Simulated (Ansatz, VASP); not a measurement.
# Si2Sn in VASP and in Ansatz

Contents of INCAR:

```
SYSTEM = Si2Sn
PREC     = Accurate       ! precision mode
ENCUT    = 500            ! plane-wave cutoff, eV
EDIFF    = 1E-6           ! SCF threshold, eV
ISMEAR   = 0              ! smearing method
SIGMA    = 0.1            ! smearing width, eV
LREAL    = .False.        ! projectors in reciprocal space
LASPH    = .True.         ! aspherical terms in the spheres
NELM     = 120            ! most SCF steps
ALGO     = Normal         ! electronic algorithm
ISIF     = 2              ! what is computed and relaxed
LWAVE    = .False.        ! write WAVECAR
LCHARG   = .False.        ! write CHGCAR
GGA      = PE             ! functional
NBANDS   = 18             ! bands
GGA_COMPAT= .False.
```

File KPOINTS:

```
Automatic mesh
0
Gamma
  6 6 6
  0 0 0
```

POSCAR

```
Si2Sn
1.0
    0.0000000000      3.0061132044      3.0061132044
    3.0061132044      0.0000000000      3.0061132044
    3.0061132044      3.0061132044      0.0000000000
Si Sn
2 1
Direct
    0.2500000000      0.2500000000      0.2500000000
    0.7500000000      0.7500000000      0.7500000000
    0.0000000000      0.0000000000      0.0000000000
```

Input for Ansatz:

```yaml
crystal:
  lattice:
    - [0.0, 3.0061132044, 3.0061132044]
    - [3.0061132044, 0.0, 3.0061132044]
    - [3.0061132044, 3.0061132044, 0.0]
  atoms:
    - { symbol: Si, position: [0.25, 0.25, 0.25] }
    - { symbol: Si, position: [0.75, 0.75, 0.75] }
    - { symbol: Sn, position: [0.0, 0.0, 0.0] }
basis:
  ecutwfc: 420
kpoints:
  mp_grid: { grid: [6, 6, 6] }
hamiltonian:
  xc: pbe
scf:
  occupations: { method: gaussian, width: 0.1 }
  lower_state_search: "off"
output:
  forces: true
  stress: true
  eigenvalues: true
```

Alike in both runs: task single point; functional PBE; k mesh 6 × 6 × 6; occupations gaussian, width 0.1 eV; no spin polarisation.

|  | VASP | Ansatz |
| --- | --- | --- |
| version | VASP 6.6.1 | Ansatz 0.2.0 |
| potentials or method | VASP PAW PBE potentials, release 64 (Si, Sn_d), cutoff 500 eV | scalar-relativistic, plane waves, PAW |
| valence electrons in the cell | 22 | 22 |

|  | VASP | Ansatz | Ansatz less VASP |
| --- | --- | --- | --- |
| gap on the k mesh at the Fermi level (eV) | none | none | - |
| pressure (GPa) | 25.3 | 25.4 | +0.08 |

A gap of «none» marks a metal or a gap that the smearing closes.
